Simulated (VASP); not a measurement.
Wanted: the native input for a VASP 6.6.1 run.

```yaml
Task: single point
Functional: LDA
Potentials_or_basis: VASP PAW LDA potentials, release 64 (Ni, Al)
Cutoff: 520 eV
k_mesh: 9 × 9 × 1
Occupations: gaussian, width 0.1 eV
Spin: no spin polarisation
Dipole_correction: yes
Further_INCAR_settings: ALGO = Normal; EDIFF = 1e-06; NBANDS = 58
```

The structure of AlNi lies in POSCAR:

```
AlNi
1.0
    4.0477133414      0.0000000000      0.0000000000
   -2.0238566707      3.5054225809      0.0000000000
    0.0000000000      0.0000000000     25.7410683374
Ni Al
7 7
Direct
    0.3333333333      0.6666666667      0.2913631984
    0.0000000000      0.0000000000      0.3555591373
    0.6666666667      0.3333333333      0.4197550763
    0.3333333333      0.6666666667      0.4839510153
    0.0000000000      0.0000000000      0.5481469542
    0.6666666667      0.3333333333      0.6123428932
    0.3333333333      0.6666666667      0.6765388322
    0.6666666667      0.3333333333      0.3234611678
    0.3333333333      0.6666666667      0.3876571068
    0.0000000000      0.0000000000      0.4518530458
    0.6666666667      0.3333333333      0.5160489847
    0.3333333333      0.6666666667      0.5802449237
    0.0000000000      0.0000000000      0.6444408627
    0.6666666667      0.3333333333      0.7086368016
```

The input as run:

INCAR

```
PREC = Accurate
ENCUT = 520
EDIFF = 1E-6
ISMEAR = 0
SIGMA = 0.1
LREAL = F
LASPH = T
NELM = 80
ALGO = Normal
ISIF = 2
LWAVE = F
LCHARG = T
LDIPOL = T
IDIPOL = 3
DIPOL = 0.5 0.5 0.500
GGA = CA
LELF = T
LVHAR = T
LVACPOTAV = T
NBANDS = 58
```

KPOINTS

```
Automatic mesh
0
Gamma
  9 9 1
```

Potentials or basis: VASP PAW LDA potentials, release 64 (Ni, Al).

Command:

```sh
$ cat potpaw_LDA.64/Ni/POTCAR potpaw_LDA.64/Al/POTCAR > POTCAR
$ mpirun -np 1 vasp_std > vasp.out
```

It gave:

The largest force is 1.819 eV/Å.

Wall time 22 min on 1 thread of Oxide Virtual Turin-like Processor, on a shared host, peak memory 0.4 GiB.
